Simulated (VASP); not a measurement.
NaI: single point with PBE

The system is NaI.

```
Na I
1.0
     3.84902    0.00000    0.00000
     0.00000    4.04054    0.00000
     0.00000    0.00000    4.04054
Na I
1 1
Cartesian
  0.0000 0.0000 0.0000
  1.9245 2.0203 2.0203
```

This cell differs from its parent crystal: uniaxial x strain -4.7%.

```yaml
Program: VASP 6.6.1
Task: single point
Functional: PBE
Potentials_or_basis: VASP PAW PBE potentials, release 64 (Na_pv, I)
Cutoff: 520 eV
k_mesh: 6 × 6 × 6
Occupations: fermi-dirac, width 0.02 eV
Spin: no spin polarisation
```

* Pressure: 1.3 GPa
* Band gap on the k mesh: 2.09 eV (least direct gap 2.30 eV)

Stress tensor (GPa, compression positive):
```
3.19 0.00 0.00
0.00 0.41 0.00
0.00 0.00 0.41
```

Levels at points of the mesh, in eV from the valence-band top:
```tsv
k point	band 4	band 5	band 6	band 7	band 8	band 9	band 10	band 11
(0.00, 0.00, 0.00)	-12.27	-1.11	-1.11	-0.62	2.09	5.07	5.45	11.05
(0.50, 0.00, 0.00)	-11.80	-3.78	-0.67	-0.67	4.34	6.26	6.75	7.51
(0.00, 0.50, 0.00)	-11.93	-3.76	-0.79	-0.31	4.48	6.21	6.80	7.39
(0.50, 0.50, 0.00)	-11.52	-3.14	-2.93	-0.34	2.52	6.69	7.95	8.16
(0.00, 0.50, 0.50)	-11.64	-3.07	-3.07	0.00	2.30	7.05	8.43	8.43
(0.50, 0.50, 0.50)	-11.24	-2.67	-2.45	-2.45	3.84	3.84	3.84	6.44
```

Run time: 12 s on 1 thread of Intel(R) Xeon(R) 6975P-C (Granite Rapids) (shared host), peak memory 0.18 GiB.

Caveat: the cell differs from its parent crystal (uniaxial x strain -4.7%); the structure was generated, so it needn't be the stable form of NaI; spin-orbit coupling is left out, which moves the levels of the heavy elements. A k mesh can miss the band edges.
